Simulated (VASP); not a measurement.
# MgCd3Te4 (P1) in VASP: relaxation of cell and atoms with PBE

Aim: the relaxation of cell and atoms of MgCd3Te4 with PBE.

Program: VASP 6.6.1. These are calculated values, not measurements. Logs are shortened: lines on timing, memory, paths and dates and some standing lists are left out, and cuts for length are marked.

**1. The cell of the first run**

The typed cell holds 8 atoms: a = 4.674 Å, b = 4.673 Å, c = 13.274 Å, α = 89.82°, β = 90.48°, γ = 88.71°.

**2. Relaxation of cell and atoms, PBE**

INCAR reads:

```
SYSTEM = MgCd3Te4
ALGO     = Normal         ! electronic algorithm
EDIFF    = 1E-7           ! SCF threshold, eV
EDIFFG   = -0.025         ! ionic threshold
ENCUT    = 600            ! plane-wave cutoff, eV
GGA      = PE             ! functional
IBRION   = 2              ! ionic algorithm
ISIF     = 3              ! what is computed and relaxed
ISMEAR   = 0              ! smearing method
LASPH    = .TRUE.         ! aspherical terms in the spheres
LCHARG   = .FALSE.        ! write CHGCAR
LREAL    = .FALSE.        ! projectors in reciprocal space
LWAVE    = .FALSE.        ! write WAVECAR
NELM     = 100            ! most SCF steps
NSW      = 80             ! ionic steps
PREC     = Accurate       ! precision mode
SIGMA    = 0.1            ! smearing width, eV
```

KPOINTS reads:

```
k-points
0
G
  4 4 1
  0 0 0
```

POSCAR reads:

```
MgCd3Te4
1.0
    4.6733428327      0.0528129469     -0.0196450840
    0.0528129469      4.6723148432      0.0075790605
   -0.0552562668      0.0213178315     13.2738843695
Mg Cd Te
1 3 4
Direct
    0.0523991771      0.0483139108      0.0024709970
    0.4902360889      0.4884798713      0.2453861151
   -0.0510349547     -0.0119445480      0.4960885846
    0.4406183002      0.5034748492      0.7722784072
    0.5096750476     -0.0338096530      0.1203363383
    0.0219632200      0.4691329060      0.3779472778
    0.5253386370      0.0615005086      0.6046723727
    0.0108044839      0.4748521549      0.8808199073
```

Potentials or basis: VASP PAW PBE potentials, release 64 (Mg, Cd, Te).

The run is started by

```
$ cat potpaw_PBE.64/Mg/POTCAR potpaw_PBE.64/Cd/POTCAR potpaw_PBE.64/Te/POTCAR > POTCAR
$ mpirun -np 1 vasp_std > vasp.out
```

OUTCAR:

```text
SYSTEM = MgCd3Te4
   EDIFF = 1E-7
   EDIFFG = -0.025
   ENCUT = 600
   GGA = PE
   IBRION = 2
   ISIF = 3
   ISMEAR = 0
   LASPH = .TRUE.
   LREAL = .FALSE.
   NELM = 100
   NSW = 80
   PREC = Accurate

 ion  position               nearest neighbor table
   1  0.052  0.048  0.002-   8 2.56   5 2.66   5 3.02   8 3.14
   2  0.490  0.488  0.245-   5 2.78   6 2.82   5 2.96   6 3.03
   3  0.949  0.988  0.496-   7 2.48   6 2.77   6 2.91   7 3.07
   4  0.441  0.503  0.772-   8 2.49   8 3.02   7 3.06   7 3.45
   5  0.510  0.966  0.120-   1 2.66   2 2.78   2 2.96   1 3.02
   6  0.022  0.469  0.378-   3 2.77   2 2.82   3 2.91   2 3.03
   7  0.525  0.062  0.605-   3 2.48   4 3.06   3 3.07   4 3.45
   8  0.011  0.475  0.881-   4 2.49   1 2.56   4 3.02   1 3.14

  LATTYP: Found a triclinic cell.
 ALAT       =     6.5337458896
 B/A-ratio  =     0.7151516973
 C/A-ratio  =     2.0316089302
 COS(alpha) =     0.0031808266
 COS(beta)  =     0.0082459238
 COS(gamma) =     0.6989896420

  Lattice vectors:

 A1 = (   4.6205298858,  -4.6195018963,  -0.0272241445)
 A2 = (  -0.0528129469,  -4.6723148432,  -0.0075790605)
 A3 = (   0.0552562668,  -0.0213178315, -13.2738843695)

Analysis of symmetry for initial positions (statically):
=====================================================================
 Subroutine PRICEL returns:
 Original cell was already a primitive cell.

 Routine SETGRP: Setting up the symmetry group for a
 triclinic supercell.

 Subroutine GETGRP returns: Found  1 space group operations
 (whereof  1 operations were pure point group operations)
 out of a pool of  2 trial point group operations.

The static configuration has the point symmetry C_1 .

Analysis of symmetry for dynamics (positions and initial velocities):
=====================================================================
 Subroutine PRICEL returns:
 Original cell was already a primitive cell.

 Routine SETGRP: Setting up the symmetry group for a
 triclinic supercell.

 Subroutine GETGRP returns: Found  1 space group operations
 (whereof  1 operations were pure point group operations)
 out of a pool of  2 trial point group operations.

The dynamic configuration has the point symmetry C_1 .

 Subroutine INISYM returns: Found  1 space group operations
 (whereof  1 operations are pure point group operations),
 and found     1 'primitive' translations

----------------------------------------------------------------------------------------

                                     Primitive cell

  volume of cell :     289.7967

  direct lattice vectors                    reciprocal lattice vectors
     4.673342833  0.052812947 -0.019645084     0.214010709 -0.002420496  0.000894767
     0.052812947  4.672314843  0.007579061    -0.002420496  0.214054607 -0.000353847
    -0.055256267  0.021317831 13.273884369     0.000318114 -0.000125802  0.075337424

  length of vectors
     4.673682528  4.672619463 13.274016497     0.214026267  0.214068584  0.075338201

  position of ions in fractional coordinates (direct lattice)
     0.052399177  0.048313911  0.002470997
     0.490236089  0.488479871  0.245386115
     0.948965045  0.988055452  0.496088585
     0.440618300  0.503474849  0.772278407
     0.509675048  0.966190347  0.120336338
     0.021963220  0.469132906  0.377947278
     0.525338637  0.061500509  0.604672373
     0.010804484  0.474852155  0.880819907

  ion indices of the primitive-cell ions
   primitive index   ion index
                 1           1
                 2           2
                 3           3
                 4           4
                 5           5
                 6           6
                 7           7
                 8           8

----------------------------------------------------------------------------------------

 KPOINTS: k-points

Automatic generation of k-mesh.
 Grid dimensions read from file:
 generate k-points for:    4    4    1

 Generating k-lattice:

  Cartesian coordinates                     Fractional coordinates (reciprocal lattice)
     0.053502677 -0.000605124  0.000223692     0.250000000 -0.000000000 -0.000000000
    -0.000605124  0.053513652 -0.000088462     0.000000000  0.250000000  0.000000000
     0.000318114 -0.000125802  0.075337424     0.000000000  0.000000000  1.000000000

  Length of vectors
     0.053506567  0.053517146  0.075338201

  Shift w.r.t. Gamma in fractional coordinates (k-lattice)
     0.000000000  0.000000000  0.000000000

 Subroutine IBZKPT returns following result:
 ===========================================

 Found     10 irreducible k-points:

 Following reciprocal coordinates:
            Coordinates               Weight
  0.000000  0.000000  0.000000      1.000000
  0.250000 -0.000000  0.000000      2.000000
  0.500000 -0.000000  0.000000      1.000000
 -0.000000  0.250000  0.000000      2.000000
  0.250000  0.250000  0.000000      2.000000
  0.500000  0.250000 -0.000000      2.000000
 -0.250000  0.250000  0.000000      2.000000
 -0.000000  0.500000  0.000000      1.000000
  0.250000  0.500000  0.000000      2.000000
  0.500000  0.500000  0.000000      1.000000
   k-points           NKPTS =     10   k-points in BZ     NKDIM =     10   number of bands    NBANDS=     37
   number of dos      NEDOS =    301   number of ions     NIONS =      8
   total plane-waves  NPLWV = 172800
   dimension x,y,z NGX =    40 NGY =   40 NGZ =  108
   dimension x,y,z NGXF=    80 NGYF=   80 NGZF=  216
   ions per type =               1   3   4
   NGX,Y,Z   is equivalent  to a cutoff of  14.23, 14.23, 13.53 a.u.
   NGXF,Y,Z  is equivalent  to a cutoff of  28.46, 28.46, 27.05 a.u.
 SYSTEM =  MgCd3Te4
   PREC   = accura    normal or accurate (medium, high low for compatibility)
   ISTART =      0    job   : 0-new  1-cont  2-samecut
   ICHARG =      2    charge: 1-file 2-atom 10-const
   ISPIN  =      1    spin polarized calculation?
   LNONCOLLINEAR =      F non collinear calculations
   LSORBIT =      F    spin-orbit coupling
   LASPH  =      T    aspherical Exc in radial PAW
   ENCUT  =  600.0 eV  44.10 Ry    6.64 a.u.   9.33  9.33 26.51*2*pi/ulx,y,z
   NELM   =    100;   NELMIN=  2; NELMDL= -5     # of ELM steps
   EDIFF  = 0.1E-06   stopping-criterion for ELM
   LREAL  =      F    real-space projection
   EDIFFG = -.3E-01   stopping-criterion for IOM
   NSW    =     80    number of steps for IOM
   IBRION =      2    ionic relax: 0-MD 1-quasi-New 2-CG
   NFREE  =      1    steps in history (QN), initial steepest desc. (CG)
   ISIF   =      3    stress and relaxation
   ISYM   =      2    0-nonsym 1-usesym 2-fastsym
   POTIM  = 0.5000    time-step for ionic-motion
   TEBEG  =    0.0;   TEEND  =   0.0 temperature during run
   PSTRESS=    0.0 pullay stress
   NELECT =      62.0000    total number of electrons
   NUPDOWN=      -1.0000    fix difference up-down
   EMIN   =  10.00;   EMAX   =-10.00  energy-range for DOS
   EFERMI =   0.00;   METHOD = LEGACY
   ISMEAR =     0;   SIGMA  =   0.10  broadening in eV -4-tet -1-fermi 0-gaus
   EFERMI_NEDOS =   21; number of points for ismear=-14 and -15
   IALGO  =     38    algorithm
   IMIX   =      4    mixing-type and parameters
     AMIX     =   0.40;   BMIX     =  1.00
     AMIX_MAG =   1.60;   BMIX_MAG =  1.00
  volume/ion in A,a.u.               =      36.22       244.46
  Fermi-wavevector in a.u.,A,eV,Ry     =   0.979131  1.850290 13.043877  0.958698
  Thomas-Fermi vector in A             =   2.109961
   LORBIT       =      0    0 simple, 1 ext, 2 COOP (PROOUT), +10 PAW based schemes
   GGA     = PE    functional components
   LHFCALC =     F    Hartree Fock is set to
   AEXX    =    0.0000 exact exchange contribution
   IVDW    =     0    specifies the selected vdW correction
   LEPSILON=     F    determine dielectric tensor
   LRPA    =     F    only Hartree local field effects (RPA)
 conjugate gradient relaxation of ions
 non-spin polarized calculation
 Gauss-broadening in eV      SIGMA  =   0.10
  energy-cutoff  :      600.00
  volume of cell :      289.80
 maximum number of plane-waves:      9696
 NGX is ok and might be reduce to    40
   NGX = 19   NGY = 19   NGZ = 53

--------------------------------------- Ionic step        1  -------------------------------------------

 number of electron      62.0000011 magnetization

 Free energy of the ion-electron system (eV)
  ---------------------------------------------------
  ext. energy  EPLUGINS =         0.00000000
  ---------------------------------------------------
  free energy    TOTEN  =       -18.99170522 eV

  energy without entropy =      -18.99167703  energy(sigma->0) =      -18.99169112

------------------------ aborting loop because EDIFF is reached ----------------------------------------

  FORCE on cell =-STRESS in cart. coord.  units (eV):
  Direction    XX          YY          ZZ          XY          YZ          ZX
  --------------------------------------------------------------------------------------
  -------------------------------------------------------------------------------------
  Total        7.0695929      0.7748700      3.5645081     -0.9619488     -2.8483892     -5.2058606
  in kB       39.0851238      4.2839652     19.7068265     -5.3182535    -15.7476741    -28.7812483
  external PRESSURE =      21.0253052 kB  Pullay stress =       0.0000000 kB
[... 107 lines left out ...]
  FREE ENERGIE OF THE ION-ELECTRON SYSTEM (eV)
  ---------------------------------------------------
  free  energy   TOTEN  =       -20.0646312865 eV

  energy  without entropy=      -20.0643580350  energy(sigma->0) =      -20.06449466

[... ionic steps 4 to 23 ...]

--------------------------------------- Ionic step       24  -------------------------------------------

 number of electron      62.0000009 magnetization

------------------------ aborting loop because EDIFF is reached ----------------------------------------

  FORCE on cell =-STRESS in cart. coord.  units (eV):
  Direction    XX          YY          ZZ          XY          YZ          ZX
  --------------------------------------------------------------------------------------
  -------------------------------------------------------------------------------------
  Total       -0.0090984     -0.0260606     -0.0424508      0.0229529     -0.0179303     -0.0250419
  in kB       -0.0507881     -0.1454724     -0.2369642      0.1281249     -0.1000886     -0.1397862
  external PRESSURE =      -0.1444082 kB  Pullay stress =       0.0000000 kB
[... 69 lines left out ...]
  energy  without entropy=      -20.7503196654  energy(sigma->0) =      -20.75031967

--------------------------------------- Ionic step       26  -------------------------------------------

 number of electron      62.0000010 magnetization

 Free energy of the ion-electron system (eV)
  ---------------------------------------------------
  ext. energy  EPLUGINS =         0.00000000
  ---------------------------------------------------
  free energy    TOTEN  =       -20.75065688 eV

  energy without entropy =      -20.75065688  energy(sigma->0) =      -20.75065688

 E-fermi :   2.2436     XC(G=0):  -8.1679

 val. band max:        1.7880229682   @ k =   0.0000   0.0000   0.0000
 cond. band min:       2.7358755387   @ k =   0.0000   0.0000   0.0000
 fundamental gap:      0.9478525705
 Fermi energy:         2.2436295197

 k-point     1 :       0.0000    0.0000    0.0000
  band No.  band energies     occupation
      1      -8.8823      2.00000
      2      -8.6324      2.00000
      3      -8.6297      2.00000
      4      -8.3045      2.00000
      5      -6.1821      2.00000
      6      -6.1809      2.00000
[... 424 lines left out ...]
  FREE ENERGIE OF THE ION-ELECTRON SYSTEM (eV)
  ---------------------------------------------------
  free  energy   TOTEN  =       -20.7506568849 eV

  energy  without entropy=      -20.7506568849  energy(sigma->0) =      -20.75065688

 reached required accuracy - stopping structural energy minimisation
```

Run time: 30 min. Hardware: 1 thread of AMD EPYC 9R14 (Zen 4), shared host; peak memory 0.51 GiB.

What came out:

- Free energy: -20.7507 eV
- Relaxed volume: 35.85 Å³/atom
- Relaxed cell: a = 4.689 Å, b = 4.683 Å, c = 13.060 Å, α = 89.96°, β = 90.00°, γ = 90.03°
- Space group after relaxing (to 0.1 Å): P-4m2 (No. 115)
- Energy gained by relaxing: 219.9 meV/atom
- Ionic steps: 26
- Pressure after relaxing: 0.0 GPa
- Largest force after relaxing: 0.014 eV/Å
- Band gap on the k mesh: 0.95 eV

Forces in eV/Å, atoms in the order of the input:
```
Mg   0.003 -0.009 -0.001
Cd  -0.002 -0.001 -0.010
Cd   0.005  0.001 -0.009
Cd   0.001  0.000 -0.004
Te   0.000  0.006  0.012
Te  -0.005  0.004  0.002
Te   0.001 -0.010  0.008
Te  -0.003  0.009  0.002
```

The path:
```tsv
step	energy change (eV)	largest force (eV/Å)	pressure (GPa)	volume (Å³)
1	0.0000	3.7312	2.10	289.80
2	-1.0628	0.8488	-1.82	309.70
3	-1.0729	0.9285	-1.58	306.88
4	-1.3876	0.8146	-0.51	293.43
5	-1.4905	0.9241	0.91	281.28
6	-1.6450	0.5787	0.49	283.08
7	-1.6591	0.4889	0.40	283.79
8	-1.7051	0.2964	-0.25	288.78
9	-1.7055	0.2822	-0.32	289.34
10	-1.7224	0.1510	0.00	286.70
11	-1.7253	0.1209	0.20	285.14
12	-1.7326	0.1422	0.02	286.58
13	-1.7336	0.1560	-0.07	287.38
14	-1.7395	0.1236	-0.07	287.27
15	-1.7444	0.1468	-0.04	287.03
16	-1.7483	0.0883	0.08	286.11
17	-1.7484	0.0917	0.09	286.05
18	-1.7517	0.0607	-0.06	287.32
19	-1.7522	0.0817	-0.14	288.04
20	-1.7546	0.0791	-0.02	287.07
21	-1.7551	0.0794	0.06	286.43
22	-1.7573	0.0519	0.03	286.67
23	-1.7580	0.0372	0.00	286.90
24	-1.7586	0.0325	-0.01	287.02
25	-1.7586	0.0326	-0.02	287.04
26	-1.7590	0.0136	0.01	286.78
```

Final structure:
```cif
data_structure
_symmetry_space_group_name_H-M 'P 1'
_symmetry_Int_Tables_number 1
_cell_length_a 4.6889
_cell_length_b 4.6830
_cell_length_c 13.0604
_cell_angle_alpha 89.961
_cell_angle_beta 89.997
_cell_angle_gamma 90.031
_cell_volume 286.78
loop_
_atom_site_label
_atom_site_type_symbol
_atom_site_fract_x
_atom_site_fract_y
_atom_site_fract_z
_atom_site_occupancy
Mg1 Mg 0.99940 0.00021 0.99998 1
Cd1 Cd 0.50162 0.49885 0.24737 1
Cd2 Cd 0.99859 0.99883 0.50023 1
Cd3 Cd 0.50026 0.50199 0.75289 1
Te1 Te 0.49961 0.99905 0.11992 1
Te2 Te 0.00131 0.49906 0.37361 1
Te3 Te 0.49898 0.00196 0.62630 1
Te4 Te 0.00023 0.50006 0.87969 1
```

Levels at points of the mesh, in eV from the valence-band top:
```tsv
k point	band 28	band 29	band 30	band 31	band 32	band 33	band 34	band 35
(0.00, 0.00, 0.00)	-0.84	-0.01	0.00	0.00	0.95	2.71	2.76	2.96
(0.50, 0.00, 0.00)	-0.64	-0.58	-0.58	-0.56	1.85	2.20	3.14	3.54
(0.00, 0.50, 0.00)	-0.64	-0.59	-0.59	-0.55	1.84	2.19	3.13	3.53
(0.50, 0.50, 0.00)	-1.53	-1.53	-1.52	-1.50	2.59	2.76	2.77	3.08
```

Caveat: the k points lie up to 0.48 Å⁻¹ apart in the final cell; spin-orbit coupling is left out, which moves the levels of the heavy elements.
